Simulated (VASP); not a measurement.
Write the native input for VASP 6.6.1 that does the following.

- Task: single point
- Functional: r2SCAN
- Potentials or basis: VASP PAW PBE potentials, release 64 (Hf_pv)
- Cutoff: 520 eV
- k mesh: 10 × 10 × 5
- Occupations: fermi-dirac, width 0.05 eV
- Spin: no spin polarisation
- Dipole correction: no
- Further INCAR settings: ALGO = Normal; EDIFF = 1e-06; NBANDS = 17

The system is Hf.

```
Hf
1.0
     3.23877    0.00000    0.00000
    -1.61938    2.80485    0.00000
     0.00000    0.00000    5.12436
Hf
2
Direct
  0.66667 0.33333 0.75000
  0.33333 0.66667 0.25000
```

These files were run (other wordings do the same):

POSCAR

```
Hf
1.0
    3.2387666662      0.0000000000      0.0000000000
   -1.6193833331      2.8048542099      0.0000000000
    0.0000000000      0.0000000000      5.1243576326
Hf
2
Direct
    0.6666666667      0.3333333333      0.7500000000
    0.3333333333      0.6666666667      0.2500000000
```

INCAR.step1

```
SYSTEM = Hf
  PREC = Accurate
  ENCUT = 520
  ISMEAR = -1
  SIGMA = 0.05
  LREAL = .FALSE.
  LASPH = .TRUE.
  NELM = 100
  NBANDS = 17
  GGA = PE
  ALGO = Normal
  EDIFF = 1E-4
  LWAVE = .TRUE.
  LCHARG = .FALSE.
```

INCAR.step2

```
SYSTEM = Hf
  PREC = Accurate
  ENCUT = 520
  EDIFF = 1E-6
  ISMEAR = -1
  SIGMA = 0.05
  LREAL = .FALSE.
  LASPH = .TRUE.
  NELM = 100
  ALGO = Normal
  ISIF = 2
  LWAVE = .FALSE.
  LCHARG = .FALSE.
  METAGGA = R2SCAN
  LMIXTAU = .TRUE.
  NBANDS = 17
  ISTART = 1
```

KPOINTS

```
Automatic mesh
0
G
  10 10 5
  0 0 0
```

Potentials or basis: VASP PAW PBE potentials, release 64 (Hf_pv).

Run with:

```sh
$ cat potpaw_PBE.64/Hf_pv/POTCAR > POTCAR
$ cp INCAR.step1 INCAR
$ mpirun -np 1 vasp_std > vasp.out
$ cp INCAR.step2 INCAR
$ mpirun -np 1 vasp_std > vasp.out
```

Results of the run:

```yaml
Pressure: -4.7 GPa
Band_gap_on_the_k_mesh: zero (band 10 reaches 5.88 eV, above the bottom of band 11 at 4.11 eV)
```

Caveat: the PAW data sets were made with another functional, which shifts forces and pressure a little; spin-orbit coupling is left out, which moves the levels of the heavy elements.

Wall time 54 s on 1 thread of AMD EPYC 9R45 96-Core Processor (Zen 5), on a shared host, peak memory 0.15 GiB.
